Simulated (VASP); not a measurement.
# SnSe2 (P-3m1) in VASP: further runs

SnSe2 is run at these levels: PBE, r2SCAN; tasks: single point.

Program: VASP 6.6.1. These are calculated values, not measurements. Logs are shortened: lines on timing, memory, paths and dates and some standing lists are left out, and cuts for length are marked.

## 1. The cell of the first run

It takes space group P-3m1 (No. 164, trigonal). The conventional cell has a = 3.825 Å, b = 3.825 Å, c = 6.227 Å, α = 90.00°, β = 90.00°, γ = 120.00°. Sn (site symmetry -3m) has 6 Se at 2.71 Å within 3.6 Å. Se (site symmetry 3m) has 3 Sn at 2.71 Å within 3.6 Å.

## 2. Single point, PBE

The input, INCAR:

```
SYSTEM = SnSe2
  PREC = Accurate
  ENCUT = 520
  EDIFF = 1E-7
  ISMEAR = 0
  SIGMA = 0.01
  LREAL = .FALSE.
  LASPH = .TRUE.
  NELM = 100
  ALGO = Normal
  ISIF = 2
  LWAVE = .FALSE.
  LCHARG = .TRUE.
  GGA = PE
  LELF = .TRUE.
  LVHAR = .TRUE.
  NBANDS = 20
```

The input, KPOINTS:

```
regular mesh
0
G
  6 6 4
  0 0 0
```

The input, POSCAR:

```
SnSe2
1.0
    3.8251493292      0.0000000000      0.0000000000
   -1.9125746646      3.3126764923      0.0000000000
    0.0000000000      0.0000000000      6.2270790415
Sn Se
1 2
Direct
    0.0000000000      0.0000000000      0.0000000000
    0.3333333333      0.6666666667      0.2530782243
    0.6666666667      0.3333333333      0.7469217757
```

Potentials or basis: VASP PAW PBE potentials, release 64 (Sn_d, Se).

Command:

```sh
$ cat potpaw_PBE.64/Sn_d/POTCAR potpaw_PBE.64/Se/POTCAR > POTCAR
$ mpirun -np 1 vasp_std > vasp.out
```

OUTCAR:

```text
SYSTEM = SnSe2
   PREC = Accurate
   ENCUT = 520
   EDIFF = 1E-7
   ISMEAR = 0
   LREAL = .FALSE.
   LASPH = .TRUE.
   NELM = 100
   ISIF = 2
   GGA = PE

 ion  position               nearest neighbor table
   1  0.000  0.000  0.000-   2 2.71   3 2.71   2 2.71   3 2.71   3 2.71   2 2.71
   2  0.333  0.667  0.253-   1 2.71   1 2.71   1 2.71
   3  0.667  0.333  0.747-   1 2.71   1 2.71   1 2.71

  LATTYP: Found a hexagonal cell.
 ALAT       =     3.8251493292
 C/A-ratio  =     1.6279309657

  Lattice vectors:

 A1 = (   3.8251493292,   0.0000000000,   0.0000000000)
 A2 = (  -1.9125746646,   3.3126764923,   0.0000000000)
 A3 = (   0.0000000000,   0.0000000000,   6.2270790415)

Analysis of symmetry for initial positions (statically):
=====================================================================
 Subroutine PRICEL returns:
 Original cell was already a primitive cell.

 Routine SETGRP: Setting up the symmetry group for a
 hexagonal supercell.

 Subroutine GETGRP returns: Found 12 space group operations
 (whereof 12 operations were pure point group operations)
 out of a pool of 24 trial point group operations.

The static configuration has the point symmetry D_3d.

Analysis of symmetry for dynamics (positions and initial velocities):
=====================================================================
 Subroutine PRICEL returns:
 Original cell was already a primitive cell.

 Routine SETGRP: Setting up the symmetry group for a
 hexagonal supercell.

 Subroutine GETGRP returns: Found 12 space group operations
 (whereof 12 operations were pure point group operations)
 out of a pool of 24 trial point group operations.

The dynamic configuration has the point symmetry D_3d.

 Subroutine INISYM returns: Found 12 space group operations
 (whereof 12 operations are pure point group operations),
 and found     1 'primitive' translations

----------------------------------------------------------------------------------------

                                     Primitive cell

  volume of cell :      78.9063

  direct lattice vectors                    reciprocal lattice vectors
     3.825149329  0.000000000  0.000000000     0.261427702  0.150935354  0.000000000
    -1.912574665  3.312676492  0.000000000     0.000000000  0.301870709  0.000000000
     0.000000000  0.000000000  6.227079041     0.000000000  0.000000000  0.160588936

  length of vectors
     3.825149329  3.825149329  6.227079041     0.301870709  0.301870709  0.160588936

  position of ions in fractional coordinates (direct lattice)
     0.000000000  0.000000000  0.000000000
     0.333333333  0.666666667  0.253078224
     0.666666667  0.333333333  0.746921776

  ion indices of the primitive-cell ions
   primitive index   ion index
                 1           1
                 2           2
                 3           3

----------------------------------------------------------------------------------------

 KPOINTS: regular mesh

Automatic generation of k-mesh.
 Grid dimensions read from file:
 generate k-points for:    6    6    4

 Generating k-lattice:

  Cartesian coordinates                     Fractional coordinates (reciprocal lattice)
     0.043571284  0.025155892  0.000000000     0.166666667  0.000000000  0.000000000
     0.000000000  0.050311785  0.000000000     0.000000000  0.166666667  0.000000000
     0.000000000  0.000000000  0.040147234     0.000000000  0.000000000  0.250000000

  Length of vectors
     0.050311785  0.050311785  0.040147234

  Shift w.r.t. Gamma in fractional coordinates (k-lattice)
     0.000000000  0.000000000  0.000000000

 Subroutine IBZKPT returns following result:
 ===========================================

 Found     24 irreducible k-points:

 Following reciprocal coordinates:
            Coordinates               Weight
  0.000000  0.000000  0.000000      1.000000
  0.166667  0.000000  0.000000      6.000000
  0.333333 -0.000000  0.000000      6.000000
  0.500000 -0.000000  0.000000      3.000000
  0.166667  0.166667  0.000000      6.000000
  0.333333  0.166667  0.000000     12.000000
[... 16 lines left out ...]
  0.333333  0.166667  0.500000     12.000000
  0.333333  0.333333  0.500000      2.000000
   k-points           NKPTS =     24   k-points in BZ     NKDIM =     24   number of bands    NBANDS=     20
   number of dos      NEDOS =    301   number of ions     NIONS =      3
   total plane-waves  NPLWV =  37632
   dimension x,y,z NGX =    28 NGY =   28 NGZ =   48
   dimension x,y,z NGXF=    56 NGYF=   56 NGZF=   96
   ions per type =               1   2
   NGX,Y,Z   is equivalent  to a cutoff of  12.17, 12.17, 12.81 a.u.
   NGXF,Y,Z  is equivalent  to a cutoff of  24.34, 24.34, 25.63 a.u.
 SYSTEM =  SnSe2
   PREC   = accura    normal or accurate (medium, high low for compatibility)
   ISTART =      0    job   : 0-new  1-cont  2-samecut
   ICHARG =      2    charge: 1-file 2-atom 10-const
   ISPIN  =      1    spin polarized calculation?
   LNONCOLLINEAR =      F non collinear calculations
   LSORBIT =      F    spin-orbit coupling
   LASPH  =      T    aspherical Exc in radial PAW
   ENCUT  =  520.0 eV  38.22 Ry    6.18 a.u.   7.11  7.11 11.58*2*pi/ulx,y,z
   NELM   =    100;   NELMIN=  2; NELMDL= -5     # of ELM steps
   EDIFF  = 0.1E-06   stopping-criterion for ELM
   LREAL  =      F    real-space projection
   EDIFFG = 0.1E-05   stopping-criterion for IOM
   NSW    =      0    number of steps for IOM
   IBRION =     -1    ionic relax: 0-MD 1-quasi-New 2-CG
   NFREE  =      0    steps in history (QN), initial steepest desc. (CG)
   ISIF   =      2    stress and relaxation
   ISYM   =      2    0-nonsym 1-usesym 2-fastsym
   POTIM  = 0.5000    time-step for ionic-motion
   TEBEG  =    0.0;   TEEND  =   0.0 temperature during run
   PSTRESS=    0.0 pullay stress
   NELECT =      26.0000    total number of electrons
   NUPDOWN=      -1.0000    fix difference up-down
   EMIN   =  10.00;   EMAX   =-10.00  energy-range for DOS
   EFERMI =   0.00;   METHOD = LEGACY
   ISMEAR =     0;   SIGMA  =   0.01  broadening in eV -4-tet -1-fermi 0-gaus
   EFERMI_NEDOS =   21; number of points for ismear=-14 and -15
   IALGO  =     38    algorithm
   IMIX   =      4    mixing-type and parameters
     AMIX     =   0.40;   BMIX     =  1.00
     AMIX_MAG =   1.60;   BMIX_MAG =  1.00
  volume/ion in A,a.u.               =      26.30       177.50
  Fermi-wavevector in a.u.,A,eV,Ry     =   1.130738  2.136785 17.395982  1.278569
  Thomas-Fermi vector in A             =   2.267435
   LORBIT       =      0    0 simple, 1 ext, 2 COOP (PROOUT), +10 PAW based schemes
   GGA     = PE    functional components
   LHFCALC =     F    Hartree Fock is set to
   AEXX    =    0.0000 exact exchange contribution
   IVDW    =     0    specifies the selected vdW correction
   LEPSILON=     F    determine dielectric tensor
   LRPA    =     F    only Hartree local field effects (RPA)
 non-spin polarized calculation
 Gauss-broadening in eV      SIGMA  =   0.01
  energy-cutoff  :      520.00
  volume of cell :       78.91
 maximum number of plane-waves:      2142
   NGX = 15   NGY = 15   NGZ = 23

 number of electron      26.0000000 magnetization

 Free energy of the ion-electron system (eV)
  ---------------------------------------------------
  ext. energy  EPLUGINS =         0.00000000
  ---------------------------------------------------
  free energy    TOTEN  =       -11.81273878 eV

  energy without entropy =      -11.81273878  energy(sigma->0) =      -11.81273878

 E-fermi :   3.9487     XC(G=0):  -9.3728

 val. band max:        3.8924534485   @ k =   0.1667   0.0000   0.0000
 cond. band min:       4.6792604242   @ k =   0.5000  -0.0000   0.5000
 fundamental gap:      0.7868069757
 Fermi energy:         3.9486827994

 k-point     1 :       0.0000    0.0000    0.0000
  band No.  band energies     occupation
      1     -17.2880      2.00000
      2     -17.2880      2.00000
      3     -17.2523      2.00000
      4     -17.2401      2.00000
      5     -17.2401      2.00000
      6      -9.8289      2.00000
[... 12 lines left out ...]
     19      12.9312      0.00000
     20      12.9312      0.00000

 k-point     2 :       0.1667    0.0000    0.0000
  band No.  band energies     occupation
      1     -17.2994      2.00000
      2     -17.2792      2.00000
      3     -17.2481      2.00000
      4     -17.2430      2.00000
      5     -17.2386      2.00000
      6      -9.5634      2.00000
[... 12 lines left out ...]
     19      12.1871      0.00000
     20      13.2083      0.00000

 k-point     3 :       0.3333   -0.0000    0.0000
  band No.  band energies     occupation
      1     -17.3257      2.00000
      2     -17.2688      2.00000
      3     -17.2579      2.00000
      4     -17.2281      2.00000
      5     -17.2268      2.00000
      6      -8.8590      2.00000
[... 12 lines left out ...]
     19      12.9461      0.00000
     20      13.7025      0.00000

 k-point     4 :       0.5000   -0.0000    0.0000
  band No.  band energies     occupation
      1     -17.3396      2.00000
      2     -17.2672      2.00000
      3     -17.2626      2.00000
      4     -17.2191      2.00000
      5     -17.2183      2.00000
      6      -8.2561      2.00000
[... 12 lines left out ...]
     19      13.8512      0.00000
     20      14.5458      0.00000

 k-point     5 :       0.1667    0.1667    0.0000
  band No.  band energies     occupation
      1     -17.3126      2.00000
      2     -17.2764      2.00000
      3     -17.2508      2.00000
      4     -17.2412      2.00000
      5     -17.2266      2.00000
      6      -9.0725      2.00000
[... 12 lines left out ...]
     19      10.9934      0.00000
     20      14.0422      0.00000

 k-point     6 :       0.3333    0.1667    0.0000
  band No.  band energies     occupation
      1     -17.3257      2.00000
      2     -17.2785      2.00000
      3     -17.2544      2.00000
      4     -17.2301      2.00000
      5     -17.2185      2.00000
      6      -8.3253      2.00000
[... 12 lines left out ...]
     19      12.5392      0.00000
     20      13.9438      0.00000

 k-point     7 :       0.3333    0.3333    0.0000
  band No.  band energies     occupation
      1     -17.3039      2.00000
      2     -17.3039      2.00000
      3     -17.2390      2.00000
      4     -17.2390      2.00000
      5     -17.2217      2.00000
      6      -7.8304      2.00000
[... 12 lines left out ...]
     19      12.4569      0.00000
     20      12.4569      0.00000
[... 277 lines left out ...]
 k-point    20 :       0.3333   -0.0000    0.5000
  band No.  band energies     occupation
      1     -17.3258      2.00000
      2     -17.2688      2.00000
      3     -17.2580      2.00000
      4     -17.2281      2.00000
      5     -17.2267      2.00000
      6      -8.7088      2.00000
[... 12 lines left out ...]
     19      13.5815      0.00000
     20      13.7848      0.00000

 k-point    21 :       0.5000   -0.0000    0.5000
  band No.  band energies     occupation
      1     -17.3398      2.00000
      2     -17.2673      2.00000
      3     -17.2626      2.00000
      4     -17.2191      2.00000
      5     -17.2182      2.00000
      6      -8.1586      2.00000
[... 12 lines left out ...]
     19      13.5396      0.00000
     20      14.5509      0.00000

 k-point    22 :       0.1667    0.1667    0.5000
  band No.  band energies     occupation
      1     -17.3128      2.00000
      2     -17.2765      2.00000
      3     -17.2508      2.00000
      4     -17.2411      2.00000
      5     -17.2266      2.00000
      6      -8.9119      2.00000
[... 12 lines left out ...]
     19      11.9648      0.00000
     20      13.0874      0.00000

 k-point    23 :       0.3333    0.1667    0.5000
  band No.  band energies     occupation
      1     -17.3258      2.00000
      2     -17.2786      2.00000
      3     -17.2545      2.00000
      4     -17.2301      2.00000
      5     -17.2184      2.00000
      6      -8.2179      2.00000
[... 12 lines left out ...]
     19      12.3275      0.00000
     20      13.6806      0.00000

 k-point    24 :       0.3333    0.3333    0.5000
  band No.  band energies     occupation
      1     -17.3040      2.00000
      2     -17.3040      2.00000
      3     -17.2390      2.00000
      4     -17.2390      2.00000
      5     -17.2216      2.00000
      6      -7.8180      2.00000
[... 12 lines left out ...]
     19      13.0759      0.00000
     20      13.0964      0.00000

------------------------ aborting loop because EDIFF is reached ----------------------------------------

  FORCE on cell =-STRESS in cart. coord.  units (eV):
  Direction    XX          YY          ZZ          XY          YZ          ZX
  --------------------------------------------------------------------------------------
  -------------------------------------------------------------------------------------
  Total        1.4778528      1.4778528      1.4782753      0.0000000      0.0000000      0.0000000
  in kB       30.0075097     30.0075097     30.0160895      0.0000000      0.0000000      0.0000000
  external PRESSURE =      30.0103696 kB  Pullay stress =       0.0000000 kB

 VOLUME and BASIS-vectors are now :
 -----------------------------------------------------------------------------
  energy-cutoff  :      520.00
  volume of cell :       78.91
      direct lattice vectors                 reciprocal lattice vectors
     3.825149329  0.000000000  0.000000000     0.261427702  0.150935354  0.000000000
    -1.912574665  3.312676492  0.000000000     0.000000000  0.301870709  0.000000000
     0.000000000  0.000000000  6.227079041     0.000000000  0.000000000  0.160588936

 POSITION                                       TOTAL-FORCE (eV/Angst)
 -----------------------------------------------------------------------------------
      0.00000      0.00000      0.00000         0.000000      0.000000      0.000000
     -0.00000      2.20845      1.57594         0.000000      0.000000      0.261974
      1.91257      1.10423      4.65114        -0.000000      0.000000     -0.261974
 -----------------------------------------------------------------------------------
    total drift:                               -0.000000      0.000000      0.000000

  FREE ENERGIE OF THE ION-ELECTRON SYSTEM (eV)
  ---------------------------------------------------
  free  energy   TOTEN  =       -11.8127387778 eV

  energy  without entropy=      -11.8127387778  energy(sigma->0) =      -11.81273878
```

It took 22 s on 1 thread of Intel Xeon Platinum 8559C (Emerald Rapids), shared host; peak memory 0.2 GiB.

What came out:

```
Free energy            : -11.8127 eV
Pressure               : 3.0 GPa
Largest force          : 0.262 eV/Å
Band gap on the k mesh : 0.79 eV, indirect (least direct gap 1.12 eV)
```

Forces in eV/Å, atoms in the order of the input:
```
Sn   0.000  0.000  0.000
Se   0.000  0.000  0.262
Se   0.000  0.000 -0.262
```

Levels at points of the mesh, in eV from the valence-band top:
```
           k point  band 11  band 12  band 13  band 14  band 15  band 16
(0.00, 0.00, 0.00)    -0.25    -0.25    -0.07     1.05     3.11     4.70
(0.50, 0.00, 0.00)    -2.42    -1.20    -0.22     1.20     3.80     5.37
(0.00, 0.00, 0.50)    -0.61    -0.09    -0.09     2.49     3.03     4.44
(0.50, 0.00, 0.50)    -1.94    -0.78    -0.61     0.79     4.22     4.77
```

Caveat: spin-orbit coupling is left out, which moves the levels of the heavy elements; this functional lacks dispersion, which binds the layers, so the pressure and a relaxed spacing across them are unreliable. A k mesh can miss the band edges.

[end of part 1 of 2]
